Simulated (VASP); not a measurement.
A run of VASP 6.6.1 is set up as follows.

File INCAR:

```
SYSTEM = Ti2SnTe3
PREC = Accurate
ENCUT = 520
EDIFF = 1E-7
ISMEAR = 0
SIGMA = 0.1
LREAL = .FALSE.
LASPH = .TRUE.
NELM = 60
ALGO = Normal
ISIF = 2
LWAVE = .FALSE.
LCHARG = .FALSE.
GGA = PE
NBANDS = 37
```

Contents of KPOINTS:

```
regular mesh
0
G
  6 6 2
  0 0 0
```

File POSCAR:

```
Ti2SnTe3
1.0
    5.2735341779      0.0000000033      0.0000000000
   -2.6367670918      4.5670145641      0.0000000000
    0.0000000000      0.0000000000      6.2810263101
Ti Sn Te
2 1 3
Direct
    0.0000000000      0.0000000000      0.2077744424
    0.0000000000      0.0000000000      0.7922255576
    0.3333333333      0.6666666667      0.0000000000
    0.3333333333      0.6666666667      0.5000000000
    0.6666666667      0.3333333333      0.0000000000
    0.6666666667      0.3333333333      0.5000000000
```

Potentials or basis: VASP PAW PBE potentials, release 64 (Ti_sv, Sn_d, Te).

The run is started by

```sh
$ cat potpaw_PBE.64/Ti_sv/POTCAR potpaw_PBE.64/Sn_d/POTCAR potpaw_PBE.64/Te/POTCAR > POTCAR
$ mpirun -np 1 vasp_std > vasp.out
```

Question: What does it give for the band gap on the k mesh?

Answer: Zero (bands 28 and 29 overlap by 0.87 eV).

Question: Predict the largest force.

Answer: 0.012 eV/Å.

Question: Predict the pressure.

Answer: 0.1 GPa.

Forces in eV/Å, atoms in the order of the input:
```
Ti   0.000  0.000  0.012
Ti   0.000  0.000 -0.012
Sn   0.000  0.000  0.000
Te   0.000  0.000  0.000
Te   0.000  0.000  0.000
Te   0.000  0.000  0.000
```

Caveat: the k points lie up to 0.50 Å⁻¹ apart, too coarse for converged energies and pressures of a metal; spin-orbit coupling is left out, which moves the levels of the heavy elements.
